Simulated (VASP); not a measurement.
# GaN (P6_3mc) in VASP: single point with LDA

Aim: the single point of GaN with LDA.

Program: VASP 6.6.1. These are calculated values, not measurements. Logs are shortened: lines on timing, memory, paths and dates and some standing lists are left out, and cuts for length are marked.

**1. The cell of the first run**

It takes space group P6_3mc (No. 186, hexagonal). The conventional cell has a = 3.183 Å, b = 3.183 Å, c = 5.184 Å, α = 90.00°, β = 90.00°, γ = 120.00°. Ga (site symmetry 3m) has 4 N at 1.95 Å within 2.6 Å. N (site symmetry 3m) has 4 Ga at 1.95 Å within 2.6 Å.

**2. Single point, LDA (strained cell)**

INCAR reads:

```
SYSTEM = GaN
PREC = Accurate
ENCUT = 520
EDIFF = 1E-6
ISMEAR = 0
SIGMA = 0.02
LREAL = .False.
LASPH = .True.
NELM = 80
ALGO = Normal
ISIF = 2
LWAVE = .False.
LCHARG = .False.
NBANDS = 26
```

KPOINTS reads:

```
Automatic mesh
0
Gamma
  12 12 6
  0 0 0
```

POSCAR reads:

```
GaN
1.0
    3.1832830186      0.0000000000      0.0000000000
   -1.5916415093      2.7568039615      0.0000000000
    0.0000000000      0.0000000000      5.1838435073
Ga N
2 2
Direct
    0.6666666667      0.3333333333      0.4991606164
    0.3333333333      0.6666666667      0.9991606164
    0.6666666667      0.3333333333      0.8758393836
    0.3333333333      0.6666666667      0.3758393836
```

Potentials or basis: VASP PAW LDA potentials, release 64 (Ga_d, N).

On the command line:

```bash
cat potpaw_LDA.64/Ga_d/POTCAR potpaw_LDA.64/N/POTCAR > POTCAR
mpirun -np 1 vasp_std > vasp.out
```

OUTCAR:

```text
SYSTEM = GaN
   PREC = Accurate
   ENCUT = 520
   EDIFF = 1E-6
   ISMEAR = 0
   LREAL = .False.
   LASPH = .True.
   NELM = 80
   ISIF = 2

 ion  position               nearest neighbor table
   1  0.667  0.333  0.499-   4 1.95   4 1.95   4 1.95   3 1.95
   2  0.333  0.667  0.999-   3 1.95   3 1.95   3 1.95   4 1.95
   3  0.667  0.333  0.876-   2 1.95   2 1.95   2 1.95   1 1.95
   4  0.333  0.667  0.376-   1 1.95   1 1.95   1 1.95   2 1.95

  LATTYP: Found a hexagonal cell.
 ALAT       =     3.1832830186
 C/A-ratio  =     1.6284582543

  Lattice vectors:

 A1 = (   3.1832830186,   0.0000000000,   0.0000000000)
 A2 = (  -1.5916415093,   2.7568039615,   0.0000000000)
 A3 = (   0.0000000000,   0.0000000000,   5.1838435073)

Analysis of symmetry for initial positions (statically):
=====================================================================
 Subroutine PRICEL returns:
 Original cell was already a primitive cell.

 Routine SETGRP: Setting up the symmetry group for a
 hexagonal supercell.

 Subroutine GETGRP returns: Found 12 space group operations
 (whereof  6 operations were pure point group operations)
 out of a pool of 24 trial point group operations.

The static configuration has the point symmetry C_3v.
 The point group associated with its full space group is C_6v.

Analysis of symmetry for dynamics (positions and initial velocities):
=====================================================================
 Subroutine PRICEL returns:
 Original cell was already a primitive cell.

 Routine SETGRP: Setting up the symmetry group for a
 hexagonal supercell.

 Subroutine GETGRP returns: Found 12 space group operations
 (whereof  6 operations were pure point group operations)
 out of a pool of 24 trial point group operations.

The dynamic configuration has the point symmetry C_3v.
 The point group associated with its full space group is C_6v.

 Subroutine INISYM returns: Found 12 space group operations
 (whereof  6 operations are pure point group operations),
 and found     1 'primitive' translations

----------------------------------------------------------------------------------------

                                     Primitive cell

  volume of cell :      45.4918

  direct lattice vectors                    reciprocal lattice vectors
     3.183283019  0.000000000  0.000000000     0.314141091  0.181369443  0.000000000
    -1.591641509  2.756803962  0.000000000     0.000000000  0.362738887  0.000000000
     0.000000000  0.000000000  5.183843507     0.000000000  0.000000000  0.192907058

  length of vectors
     3.183283019  3.183283019  5.183843507     0.362738887  0.362738887  0.192907058

  position of ions in fractional coordinates (direct lattice)
     0.666666667  0.333333333  0.499160616
     0.333333333  0.666666667  0.999160616
     0.666666667  0.333333333  0.875839384
     0.333333333  0.666666667  0.375839384

  ion indices of the primitive-cell ions
   primitive index   ion index
                 1           1
                 2           2
                 3           3
                 4           4

----------------------------------------------------------------------------------------

 KPOINTS: Automatic mesh

Automatic generation of k-mesh.
 Grid dimensions read from file:
 generate k-points for:   12   12    6

 Generating k-lattice:

  Cartesian coordinates                     Fractional coordinates (reciprocal lattice)
     0.026178424  0.015114120  0.000000000     0.083333333  0.000000000  0.000000000
     0.000000000  0.030228241  0.000000000     0.000000000  0.083333333  0.000000000
     0.000000000  0.000000000  0.032151176     0.000000000  0.000000000  0.166666667

  Length of vectors
     0.030228241  0.030228241  0.032151176

  Shift w.r.t. Gamma in fractional coordinates (k-lattice)
     0.000000000  0.000000000  0.000000000

 Subroutine IBZKPT returns following result:
 ===========================================

 Found     76 irreducible k-points:

 Following reciprocal coordinates:
            Coordinates               Weight
  0.000000  0.000000  0.000000      1.000000
  0.083333  0.000000  0.000000      6.000000
  0.166667  0.000000  0.000000      6.000000
  0.250000  0.000000  0.000000      6.000000
  0.333333  0.000000  0.000000      6.000000
  0.416667  0.000000  0.000000      6.000000
[... 16 lines left out ...]
  0.250000  0.000000  0.166667     12.000000
  0.333333  0.000000  0.166667     12.000000
 [... further k-points ...]
   k-points           NKPTS =     76   k-points in BZ     NKDIM =     76   number of bands    NBANDS=     26
   number of dos      NEDOS =    301   number of ions     NIONS =      4
   total plane-waves  NPLWV =  23040
   dimension x,y,z NGX =    24 NGY =   24 NGZ =   40
   dimension x,y,z NGXF=    48 NGYF=   48 NGZF=   80
   ions per type =               2   2
   NGX,Y,Z   is equivalent  to a cutoff of  12.53, 12.53, 12.83 a.u.
   NGXF,Y,Z  is equivalent  to a cutoff of  25.07, 25.07, 25.66 a.u.
 SYSTEM =  GaN
   PREC   = accura    normal or accurate (medium, high low for compatibility)
   ISTART =      0    job   : 0-new  1-cont  2-samecut
   ICHARG =      2    charge: 1-file 2-atom 10-const
   ISPIN  =      1    spin polarized calculation?
   LNONCOLLINEAR =      F non collinear calculations
   LSORBIT =      F    spin-orbit coupling
   LASPH  =      T    aspherical Exc in radial PAW
   ENCUT  =  520.0 eV  38.22 Ry    6.18 a.u.   5.92  5.92  9.64*2*pi/ulx,y,z
   NELM   =     80;   NELMIN=  2; NELMDL= -5     # of ELM steps
   EDIFF  = 0.1E-05   stopping-criterion for ELM
   LREAL  =      F    real-space projection
   EDIFFG = 0.1E-04   stopping-criterion for IOM
   NSW    =      0    number of steps for IOM
   IBRION =     -1    ionic relax: 0-MD 1-quasi-New 2-CG
   NFREE  =      0    steps in history (QN), initial steepest desc. (CG)
   ISIF   =      2    stress and relaxation
   ISYM   =      2    0-nonsym 1-usesym 2-fastsym
   POTIM  = 0.5000    time-step for ionic-motion
   TEBEG  =    0.0;   TEEND  =   0.0 temperature during run
   PSTRESS=    0.0 pullay stress
   NELECT =      36.0000    total number of electrons
   NUPDOWN=      -1.0000    fix difference up-down
   EMIN   =  10.00;   EMAX   =-10.00  energy-range for DOS
   EFERMI =   0.00;   METHOD = LEGACY
   ISMEAR =     0;   SIGMA  =   0.02  broadening in eV -4-tet -1-fermi 0-gaus
   EFERMI_NEDOS =   21; number of points for ismear=-14 and -15
   IALGO  =     38    algorithm
   IMIX   =      4    mixing-type and parameters
     AMIX     =   0.40;   BMIX     =  1.00
     AMIX_MAG =   1.60;   BMIX_MAG =  1.00
  volume/ion in A,a.u.               =      11.37        76.75
  Fermi-wavevector in a.u.,A,eV,Ry     =   1.514251  2.861520 31.197579  2.292957
  Thomas-Fermi vector in A             =   2.623934
   LORBIT       =      0    0 simple, 1 ext, 2 COOP (PROOUT), +10 PAW based schemes
   GGA     = CA    functional components
   LHFCALC =     F    Hartree Fock is set to
   AEXX    =    0.0000 exact exchange contribution
   IVDW    =     0    specifies the selected vdW correction
   LEPSILON=     F    determine dielectric tensor
   LRPA    =     F    only Hartree local field effects (RPA)
 non-spin polarized calculation
 Gauss-broadening in eV      SIGMA  =   0.02
  energy-cutoff  :      520.00
  volume of cell :       45.49
 maximum number of plane-waves:      1248
 NGX is ok and might be reduce to    24
   NGX = 11   NGY = 11   NGZ = 19

 number of electron      35.9999990 magnetization

 Free energy of the ion-electron system (eV)
  ---------------------------------------------------
  ext. energy  EPLUGINS =         0.00000000
  ---------------------------------------------------
  free energy    TOTEN  =       -27.89657194 eV

  energy without entropy =      -27.89657194  energy(sigma->0) =      -27.89657194

 E-fermi :   5.1982     XC(G=0): -12.1444

 val. band max:        5.1154995618   @ k =   0.0000   0.0000   0.0000
 cond. band min:       7.0719068935   @ k =   0.0000   0.0000   0.0000
 fundamental gap:      1.9564073317
 Fermi energy:         5.1981653356

 k-point     1 :       0.0000    0.0000    0.0000
  band No.  band energies     occupation
      1     -10.7706      2.00000
      2      -9.8906      2.00000
      3      -8.4390      2.00000
      4      -8.4233      2.00000
      5      -8.4233      2.00000
      6      -8.3618      2.00000
[... 18 lines left out ...]
     25      16.6744      0.00000
     26      16.6744      0.00000

 k-point     2 :       0.0833    0.0000    0.0000
  band No.  band energies     occupation
      1     -10.7006      2.00000
      2      -9.8739      2.00000
      3      -8.4327      2.00000
      4      -8.4130      2.00000
      5      -8.4000      2.00000
      6      -8.3542      2.00000
[... 18 lines left out ...]
     25      16.3256      0.00000
     26      16.8296      0.00000

 k-point     3 :       0.1667    0.0000    0.0000
  band No.  band energies     occupation
      1     -10.5115      2.00000
      2      -9.8337      2.00000
      3      -8.4081      2.00000
      4      -8.3882      2.00000
      5      -8.3426      2.00000
      6      -8.3101      2.00000
[... 18 lines left out ...]
     25      16.3361      0.00000
     26      17.1923      0.00000

 k-point     4 :       0.2500    0.0000    0.0000
  band No.  band energies     occupation
      1     -10.2673      2.00000
      2      -9.7909      2.00000
      3      -8.3829      2.00000
      4      -8.3636      2.00000
      5      -8.2990      2.00000
      6      -8.2585      2.00000
[... 18 lines left out ...]
     25      16.4065      0.00000
     26      17.6702      0.00000
[... 496 lines left out ...]
      1     -10.4407      2.00000
      2      -9.8495      2.00000
      3      -8.4047      2.00000
      4      -8.3849      2.00000
      5      -8.3461      2.00000
      6      -8.3171      2.00000
[... 18 lines left out ...]
     25      15.9467      0.00000
     26      16.9834      0.00000

 k-point    23 :       0.2500    0.0000    0.1667
  band No.  band energies     occupation
      1     -10.2116      2.00000
      2      -9.7990      2.00000
      3      -8.3837      2.00000
      4      -8.3572      2.00000
      5      -8.3126      2.00000
      6      -8.2660      2.00000
[... 18 lines left out ...]
     25      16.0693      0.00000
     26      17.5047      0.00000

 k-point    24 :       0.3333    0.0000    0.1667
  band No.  band energies     occupation
      1     -10.0183      2.00000
      2      -9.7629      2.00000
      3      -8.3755      2.00000
      4      -8.3414      2.00000
      5      -8.2855      2.00000
      6      -8.2169      2.00000
[... 18 lines left out ...]
     25      16.3061      0.00000
     26      18.0749      0.00000

 [... further k-points ...]

------------------------ aborting loop because EDIFF is reached ----------------------------------------

  FORCE on cell =-STRESS in cart. coord.  units (eV):
  Direction    XX          YY          ZZ          XY          YZ          ZX
  --------------------------------------------------------------------------------------
  -------------------------------------------------------------------------------------
  Total       -1.2903388     -1.2903388     -1.2049322      0.0000000      0.0000000      0.0000000
  in kB      -45.4444990    -45.4444990    -42.4365598      0.0000000      0.0000000      0.0000000
  external PRESSURE =     -44.4418526 kB  Pullay stress =       0.0000000 kB

 VOLUME and BASIS-vectors are now :
 -----------------------------------------------------------------------------
  energy-cutoff  :      520.00
  volume of cell :       45.49
      direct lattice vectors                 reciprocal lattice vectors
     3.183283019  0.000000000  0.000000000     0.314141091  0.181369443  0.000000000
    -1.591641509  2.756803962  0.000000000     0.000000000  0.362738887  0.000000000
     0.000000000  0.000000000  5.183843507     0.000000000  0.000000000  0.192907058

 POSITION                                       TOTAL-FORCE (eV/Angst)
 -----------------------------------------------------------------------------------
      1.59164      0.91893      2.58757        -0.000000      0.000000      0.000862
     -0.00000      1.83787      5.17949         0.000000      0.000000      0.000862
      1.59164      0.91893      4.54021        -0.000000      0.000000     -0.000862
     -0.00000      1.83787      1.94829         0.000000     -0.000000     -0.000862
 -----------------------------------------------------------------------------------
    total drift:                               -0.000001     -0.000001     -0.000184

  FREE ENERGIE OF THE ION-ELECTRON SYSTEM (eV)
  ---------------------------------------------------
  free  energy   TOTEN  =       -27.8965719352 eV

  energy  without entropy=      -27.8965719352  energy(sigma->0) =      -27.89657194
```

Wall time 2.7 min (1 thread of Intel Xeon 8259CL, shared host); peak memory 0.2 GiB.

What came out:

- Free energy: -27.8966 eV
- Pressure: -4.4 GPa
- Band gap on the k mesh: 1.96 eV

Levels at points of the mesh, in eV from the valence-band top:
| k point | band 14 | band 15 | band 16 | band 17 | band 18 | band 19 | band 20 | band 21 | band 22 | band 23 |
| --- | --- | --- | --- | --- | --- | --- | --- | --- | --- | --- |
| (0.00, 0.00, 0.00) | -1.05 | -1.05 | -0.04 | 0.00 | 0.00 | 1.96 | 4.18 | 9.06 | 9.73 | 9.73 |
| (0.50, 0.00, 0.00) | -5.35 | -4.27 | -2.78 | -2.25 | -1.01 | 4.92 | 5.50 | 5.92 | 8.49 | 10.23 |
| (0.00, 0.00, 0.50) | -3.86 | -0.54 | -0.54 | -0.54 | -0.54 | 4.22 | 4.22 | 8.32 | 8.32 | 10.26 |
| (0.50, 0.00, 0.50) | -6.70 | -1.97 | -1.97 | -1.92 | -1.92 | 4.30 | 4.30 | 7.63 | 7.63 | 9.83 |

Caveat: the cell differs from its parent crystal (strained cell); the cell stands under tension.
